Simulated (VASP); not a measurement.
Here is a VASP 6.6.1 calculation.

Contents of INCAR:

```
PREC = Accurate
ENCUT = 520
EDIFF = 1E-6
ISMEAR = 0
SIGMA = 0.05
LREAL = F
LASPH = T
NELM = 60
ALGO = Normal
ISIF = 2
LWAVE = F
LCHARG = T
GGA = PE
IVDW = 12
LELF = T
LVHAR = T
NBANDS = 22
```

KPOINTS

```
Automatic mesh
0
Gamma
  8 8 4
```

The input POSCAR:

```
F
1.0
    2.7341405035     -1.8455879490      0.2885418700
    2.7341405035      1.8455879490      0.2885418700
   -0.8539967208      0.0000000000      6.9525463503
F
4
Direct
    0.9138648456      0.5855481450      0.0939279973
    0.4144518550      0.0861351544      0.4060720027
    0.0861351544      0.4144518550      0.9060720027
    0.5855481450      0.9138648456      0.5939279973
```

Potentials or basis: VASP PAW PBE potentials, release 64 (F).

The run is started by

```console
$ cat potpaw_PBE.64/F/POTCAR > POTCAR
$ mpirun -np 1 vasp_std > vasp.out
```

Predict the dispersion energy per atom.

-0.026 eV.

Predict the pressure.

-2.8 GPa.

What does it give for the band gap on the k mesh?

2.51 eV.

Forces in eV/Å, atoms in the order of the input:
```
F    0.113 -0.438 -0.881
F   -0.113 -0.438  0.881
F   -0.113  0.438  0.881
F    0.113  0.438 -0.881
```

Caveat: the stress differs along the axes, from -6 to -0 GPa. A k mesh can miss the band edges.
